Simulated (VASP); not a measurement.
# CsI (Pm-3m) in VASP: notebook

CsI is run at these levels: PBE; tasks: single point.

Program: VASP 6.6.1. These are calculated values, not measurements. Logs are shortened: lines on timing, memory, paths and dates and some standing lists are left out, and cuts for length are marked.

## 1. The cell of the first run

Symmetry: Pm-3m, No. 221, cubic system. Conventional cell: a = 4.602 Å, b = 4.602 Å, c = 4.602 Å, α = 90.00°, β = 90.00°, γ = 90.00°. Within 5.2 Å of Cs (site symmetry m-3m) lie 8 I at 3.99 Å and 6 Cs at 4.60 Å. I (site symmetry m-3m) has 8 Cs at 3.99 Å and 6 I at 4.60 Å within 5.2 Å.

## 2. Single point, PBE (48.74 Å³/atom)

File INCAR:

```
ALGO = Normal
EDIFF = 1E-6
ENCUT = 500
GGA = PE
GGA_COMPAT = False
ISIF = 2
ISMEAR = 0
LASPH = True
LCHARG = False
LREAL = False
LWAVE = False
NBANDS = 15
NELM = 120
PREC = Accurate
SIGMA = 0.05
```

File KPOINTS:

```
k-points
0
Gamma
  8 8 8
```

File POSCAR:

```
CsI
1.0
    4.6024125260      0.0000000000      0.0000000000
    0.0000000000      4.6024125260      0.0000000000
    0.0000000000      0.0000000000      4.6024125260
Cs I
1 1
Direct
    0.0000000000      0.0000000000      0.0000000000
    0.5000000000      0.5000000000      0.5000000000
```

Potentials or basis: VASP PAW PBE potentials, release 64 (Cs_sv, I).

Run with:

```console
cat potpaw_PBE.64/Cs_sv/POTCAR potpaw_PBE.64/I/POTCAR > POTCAR
mpirun -np 1 vasp_std > vasp.out
```

OUTCAR:

```text
EDIFF = 1E-6
   ENCUT = 500
   GGA = PE
   ISIF = 2
   ISMEAR = 0
   LASPH = True
   LREAL = False
   NELM = 120
   PREC = Accurate

 ion  position               nearest neighbor table
   1  0.000  0.000  0.000-
   2  0.500  0.500  0.500-

  LATTYP: Found a simple cubic cell.
 ALAT       =     4.6024125260

  Lattice vectors:

 A1 = (   4.6024125260,   0.0000000000,   0.0000000000)
 A2 = (   0.0000000000,   4.6024125260,   0.0000000000)
 A3 = (   0.0000000000,   0.0000000000,   4.6024125260)

Analysis of symmetry for initial positions (statically):
=====================================================================
 Subroutine PRICEL returns:
 Original cell was already a primitive cell.

 Routine SETGRP: Setting up the symmetry group for a
 simple cubic supercell.

 Subroutine GETGRP returns: Found 48 space group operations
 (whereof 48 operations were pure point group operations)
 out of a pool of 48 trial point group operations.

The static configuration has the point symmetry O_h .

Analysis of symmetry for dynamics (positions and initial velocities):
=====================================================================
 Subroutine PRICEL returns:
 Original cell was already a primitive cell.

 Routine SETGRP: Setting up the symmetry group for a
 simple cubic supercell.

 Subroutine GETGRP returns: Found 48 space group operations
 (whereof 48 operations were pure point group operations)
 out of a pool of 48 trial point group operations.

The dynamic configuration has the point symmetry O_h .

 Subroutine INISYM returns: Found 48 space group operations
 (whereof 48 operations are pure point group operations),
 and found     1 'primitive' translations

----------------------------------------------------------------------------------------

                                     Primitive cell

  volume of cell :      97.4892

  direct lattice vectors                    reciprocal lattice vectors
     4.602412526  0.000000000  0.000000000     0.217277351  0.000000000  0.000000000
     0.000000000  4.602412526  0.000000000     0.000000000  0.217277351  0.000000000
     0.000000000  0.000000000  4.602412526     0.000000000  0.000000000  0.217277351

  length of vectors
     4.602412526  4.602412526  4.602412526     0.217277351  0.217277351  0.217277351

  position of ions in fractional coordinates (direct lattice)
[... 82 lines left out ...]
   NSW    =      0    number of steps for IOM
   IBRION =     -1    ionic relax: 0-MD 1-quasi-New 2-CG
   NFREE  =      0    steps in history (QN), initial steepest desc. (CG)
   ISIF   =      2    stress and relaxation
   ISYM   =      2    0-nonsym 1-usesym 2-fastsym
   POTIM  = 0.5000    time-step for ionic-motion
   TEBEG  =    0.0;   TEEND  =   0.0 temperature during run
   PSTRESS=    0.0 pullay stress
   NELECT =      16.0000    total number of electrons
   NUPDOWN=      -1.0000    fix difference up-down
   EMIN   =  10.00;   EMAX   =-10.00  energy-range for DOS
   EFERMI =   0.00;   METHOD = LEGACY
   ISMEAR =     0;   SIGMA  =   0.05  broadening in eV -4-tet -1-fermi 0-gaus
   EFERMI_NEDOS =   21; number of points for ismear=-14 and -15
   IALGO  =     38    algorithm
   IMIX   =      4    mixing-type and parameters
     AMIX     =   0.40;   BMIX     =  1.00
     AMIX_MAG =   1.60;   BMIX_MAG =  1.00
  volume/ion in A,a.u.               =      48.74       328.94
  Fermi-wavevector in a.u.,A,eV,Ry     =   0.896319  1.693797 10.930755  0.803388
  Thomas-Fermi vector in A             =   2.018762
   LORBIT       =      0    0 simple, 1 ext, 2 COOP (PROOUT), +10 PAW based schemes
   GGA     = PE    functional components
   LHFCALC =     F    Hartree Fock is set to
   AEXX    =    0.0000 exact exchange contribution
   IVDW    =     0    specifies the selected vdW correction
   LEPSILON=     F    determine dielectric tensor
   LRPA    =     F    only Hartree local field effects (RPA)
 non-spin polarized calculation
 Gauss-broadening in eV      SIGMA  =   0.05
  energy-cutoff  :      500.00
  volume of cell :       97.49
 maximum number of plane-waves:      2517
 NGX is ok and might be reduce to    36
   NGX = 17   NGY = 17   NGZ = 17

 number of electron      16.0000003 magnetization

 Free energy of the ion-electron system (eV)
  ---------------------------------------------------
  ext. energy  EPLUGINS =         0.00000000
  ---------------------------------------------------
  free energy    TOTEN  =        -5.43636938 eV

  energy without entropy =       -5.43636938  energy(sigma->0) =       -5.43636938

 E-fermi :   0.8912     XC(G=0):  -7.6689

 val. band max:        0.6762692112   @ k =   0.5000   0.5000   0.0000
 cond. band min:       4.4770365639   @ k =   0.0000   0.0000   0.0000
 fundamental gap:      3.8007673528
 Fermi energy:         0.8911852511

 k-point     1 :       0.0000    0.0000    0.0000
  band No.  band energies     occupation
      1     -19.7441      2.00000
      2      -9.9458      2.00000
      3      -6.4476      2.00000
      4      -6.4476      2.00000
      5      -6.4476      2.00000
      6       0.5842      2.00000
      7       0.5842      2.00000
      8       0.5842      2.00000
      9       4.4770      0.00000
     10       4.8911      0.00000
     11       4.8911      0.00000
     12       8.3867      0.00000
     13       8.3867      0.00000
     14       8.3867      0.00000
[... 401 lines left out ...]
      2      -9.7970      2.00000
      3      -6.7441      2.00000
      4      -6.7178      2.00000
      5      -6.4112      2.00000
      6      -0.3015      2.00000
      7      -0.1544      2.00000
      8       0.4379      2.00000
      9       5.3763      0.00000
     10       6.0727      0.00000
     11       6.9239      0.00000
     12       7.0654      0.00000
     13       8.7805      0.00000
     14       9.7158      0.00000
     15      10.0916      0.00000

 [... further k-points ...]
[... 5 lines left out ...]
  --------------------------------------------------------------------------------------
  -------------------------------------------------------------------------------------
  Total        0.2951178      0.2951178      0.2951178      0.0000000      0.0000000      0.0000000
  in kB        4.8500845      4.8500845      4.8500845      0.0000000      0.0000000      0.0000000
  external PRESSURE =       4.8500845 kB  Pullay stress =       0.0000000 kB

 VOLUME and BASIS-vectors are now :
 -----------------------------------------------------------------------------
  energy-cutoff  :      500.00
  volume of cell :       97.49
      direct lattice vectors                 reciprocal lattice vectors
     4.602412526  0.000000000  0.000000000     0.217277351  0.000000000  0.000000000
     0.000000000  4.602412526  0.000000000     0.000000000  0.217277351  0.000000000
     0.000000000  0.000000000  4.602412526     0.000000000  0.000000000  0.217277351

 POSITION                                       TOTAL-FORCE (eV/Angst)
 -----------------------------------------------------------------------------------
      0.00000      0.00000      0.00000         0.000000      0.000000      0.000000
      2.30121      2.30121      2.30121         0.000000      0.000000      0.000000
 -----------------------------------------------------------------------------------
    total drift:                               -0.000000      0.000000      0.000000

  FREE ENERGIE OF THE ION-ELECTRON SYSTEM (eV)
  ---------------------------------------------------
  free  energy   TOTEN  =        -5.4363693820 eV

  energy  without entropy=       -5.4363693820  energy(sigma->0) =       -5.43636938
```

OSZICAR:

```text
N       E                     dE             d eps       ncg     rms          rms(c)
DAV:   1     0.843636654010E+02    0.84364E+02   -0.60042E+03  1050   0.855E+02
DAV:   2     0.141848186269E+01   -0.82945E+02   -0.76901E+02  1527   0.137E+02
DAV:   3    -0.549095466920E+01   -0.69094E+01   -0.68887E+01  1365   0.442E+01
DAV:   4    -0.557951132594E+01   -0.88557E-01   -0.88547E-01  1367   0.622E+00
DAV:   5    -0.558055769711E+01   -0.10464E-02   -0.10464E-02  1373   0.658E-01    0.158E+00
DAV:   6    -0.545773774440E+01    0.12282E+00   -0.97717E-02  1267   0.154E+00    0.111E+00
DAV:   7    -0.543250650359E+01    0.25231E-01   -0.10115E-01  1309   0.152E+00    0.609E-01
DAV:   8    -0.543656138420E+01   -0.40549E-02   -0.12845E-02  1120   0.608E-01    0.115E-01
DAV:   9    -0.543628505840E+01    0.27633E-03   -0.64869E-04  1442   0.131E-01    0.505E-02
DAV:  10    -0.543637185990E+01   -0.86802E-04   -0.22552E-04  1127   0.837E-02    0.336E-02
DAV:  11    -0.543636828011E+01    0.35798E-05   -0.11559E-05  1372   0.165E-02    0.103E-02
DAV:  12    -0.543636933322E+01   -0.10531E-05   -0.37895E-06  1190   0.126E-02    0.139E-03
DAV:  13    -0.543636938204E+01   -0.48818E-07   -0.98772E-08   798   0.215E-03
   1 F= -.54363694E+01 E0= -.54363694E+01  d E =-.157159E-11
```

Run time: 54 s. Hardware: 1 thread of Intel Xeon 8259CL, shared host; peak memory 0.23 GiB.

What came out:

```
Free energy            : -5.4364 eV
Pressure               : 0.5 GPa
Band gap on the k mesh : 3.80 eV (least direct gap 3.89 eV)
```

Caveat: spin-orbit coupling is left out, which moves the levels of the heavy elements. A k mesh can miss the band edges.

## 3. Single point, PBE (49.76 Å³/atom)

This run uses another cell than the first one, of 49.76 Å³/atom.

File INCAR:

```
PREC = Accurate
ENCUT = 500
EDIFF = 1E-6
ISMEAR = 0
SIGMA = 0.05
LREAL = F
LASPH = T
NELM = 120
ALGO = Normal
ISIF = 2
LWAVE = F
LCHARG = T
GGA = PE
LELF = T
LVHAR = T
NBANDS = 15
GGA_COMPAT = F
```

File KPOINTS:

```
regular mesh
0
Gamma
  8 8 8
```

File POSCAR:

```
CsI
1.0
    4.6341543050      0.0000000000      0.0000000000
    0.0000000000      4.6341543050      0.0000000000
    0.0000000000      0.0000000000      4.6341543050
Cs I
1 1
Direct
    0.0000000000      0.0000000000      0.0000000000
    0.5000000000      0.5000000000      0.5000000000
```

Potentials or basis: VASP PAW PBE potentials, release 64 (Cs_sv, I).

Run with:

```console
cat potpaw_PBE.64/Cs_sv/POTCAR potpaw_PBE.64/I/POTCAR > POTCAR
mpirun -np 1 vasp_std > vasp.out
```

Wall time 58 s (1 thread of Intel Xeon 8259CL, shared host); peak memory 0.23 GiB.

Results (log left out):

| Property | Result |
| --- | --- |
| Free energy | -5.4411 eV |
| Pressure | 0.2 GPa |
| Band gap on the k mesh | 3.74 eV (least direct gap 3.83 eV) |

Levels at points of the mesh, in eV from the valence-band top:
```
           k point  band 4  band 5  band 6  band 7  band 8  band 9  band 10  band 11  band 12  band 13
(0.00, 0.00, 0.00)   -7.15   -7.15   -0.09   -0.09   -0.09    3.74     4.24     4.24     7.67     7.67
(0.50, 0.00, 0.00)   -7.10   -7.10   -1.46   -0.22   -0.22    5.21     6.30     6.53     6.84     7.76
(0.50, 0.50, 0.00)   -7.47   -7.07   -0.83   -0.83    0.00    4.25     4.90     6.09     6.09     9.32
(0.50, 0.50, 0.50)   -7.38   -7.38   -1.20   -1.20   -1.20    7.04     7.04     7.04     7.66     7.66
```

Caveat: spin-orbit coupling is left out, which moves the levels of the heavy elements.

## 4. Single point, PBE (50.78 Å³/atom)

This run uses another cell than the first one, of 50.78 Å³/atom.

File INCAR:

```
PREC     = Accurate       # precision mode
ENCUT    = 500            # plane-wave cutoff, eV
EDIFF    = 1E-6           # SCF threshold, eV
ISMEAR   = 0              # smearing method
SIGMA    = 0.05           # smearing width, eV
LREAL    = False          # projectors in reciprocal space
LASPH    = True           # aspherical terms in the spheres
NELM     = 120            # most SCF steps
ALGO     = Normal         # electronic algorithm
ISIF     = 2              # what is computed and relaxed
LWAVE    = False          # write WAVECAR
LCHARG   = False          # write CHGCAR
GGA      = PE             # functional
NBANDS   = 15             # bands
GGA_COMPAT= False
```

KPOINTS is that of step 3.

File POSCAR:

```
CsI
1.0
    4.6654671083      0.0000000000      0.0000000000
    0.0000000000      4.6654671083      0.0000000000
    0.0000000000      0.0000000000      4.6654671083
Cs I
1 1
Direct
    0.0000000000      0.0000000000      0.0000000000
    0.5000000000      0.5000000000      0.5000000000
```

Run with:

```console
cat potpaw_PBE.64/Cs_sv/POTCAR potpaw_PBE.64/I/POTCAR > POTCAR
mpirun -np 1 vasp_std > vasp.out
```

Run time: 56 s. Hardware: 1 thread of Intel Xeon 8259CL, shared host; peak memory 0.23 GiB.

It converged, with:

```
Free energy            : -5.4429 eV
Pressure               : 0.0 GPa
Band gap on the k mesh : 3.68 eV (least direct gap 3.77 eV)
```

Levels at points of the mesh, in eV from the valence-band top:
```
           k point  band 6  band 7  band 8  band 9  band 10  band 11
(0.00, 0.00, 0.00)   -0.10   -0.10   -0.10    3.68     4.27     4.27
(0.50, 0.00, 0.00)   -1.41   -0.21   -0.21    5.21     6.22     6.44
(0.50, 0.50, 0.00)   -0.81   -0.81    0.00    4.25     4.89     6.08
(0.50, 0.50, 0.50)   -1.16   -1.16   -1.16    6.98     6.98     6.98
```

Caveat: spin-orbit coupling is left out, which moves the levels of the heavy elements. A k mesh can miss the band edges.

## 5. Summary

| cell | gap on the mesh (eV) | pressure (GPa) |
| --- | --- | --- |
| a = 4.602 Å, 2 atoms | 3.80 | 0.5 |
| a = 4.634 Å, 2 atoms | 3.74 | 0.2 |
| a = 4.665 Å, 2 atoms | 3.68 | 0.0 |

Alike in all rows: task single point; level PBE; potentials or basis VASP PAW PBE potentials, release 64 (Cs_sv, I); no spin polarisation; k mesh 8 × 8 × 8; cutoff (eV) 500; smearing gaussian 0.05 eV.

Caveats: spin-orbit coupling is left out, which moves the levels of the heavy elements.

Total energies depend on the potentials used, so only differences within one code and one set of settings carry meaning.
